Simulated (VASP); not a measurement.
Input of a VASP 6.6.1 run:

Contents of POSCAR:

```
Sr
1.0
    0.0000000000      2.9274923669      2.9274923669
    2.9274923669      0.0000000000      2.9274923669
    2.9274923669      2.9274923669      0.0000000000
Sr
1
Direct
    0.0000000000      0.0000000000      0.0000000000
```

INCAR.step1

```
SYSTEM = Sr
  PREC = Accurate
  ENCUT = 520
  EDIFF = 1E-5
  ISMEAR = -1
  SIGMA = 0.1
  LREAL = .False.
  LASPH = .True.
  NELM = 80
  ALGO = Normal
  ISIF = 2
  LWAVE = .True.
  GGA = PE
  NBANDS = 11
```

INCAR.step2

```
SYSTEM = Sr
  PREC = Accurate
  ENCUT = 520
  EDIFF = 1E-7
  ISMEAR = -1
  SIGMA = 0.1
  LREAL = .False.
  LASPH = .True.
  NELM = 80
  ALGO = Normal
  ISIF = 2
  LWAVE = .False.
  LCHARG = .True.
  GGA = PE
  LHFCALC = .True.
  HFSCREEN = 0.2079
  PRECFOCK = Normal
  LELF = .True.
  LVHAR = .True.
  ISTART = 1
  NBANDS = 11
```

KPOINTS

```
regular mesh
0
Gamma
  6 6 6
  0 0 0
```

Potentials or basis: VASP PAW PBE potentials, release 64 (Sr_sv).

Command:

```console
$ cat potpaw_PBE.64/Sr_sv/POTCAR > POTCAR
$ cp INCAR.step1 INCAR
$ mpirun -np 1 vasp_std > vasp.out
$ cp INCAR.step2 INCAR
$ mpirun -np 1 vasp_std > vasp.out
```

**Question.** Predict the pressure.

**Answer.** 1.9 GPa.

Caveat: the PAW data sets were made with another functional, which shifts forces and pressure a little.
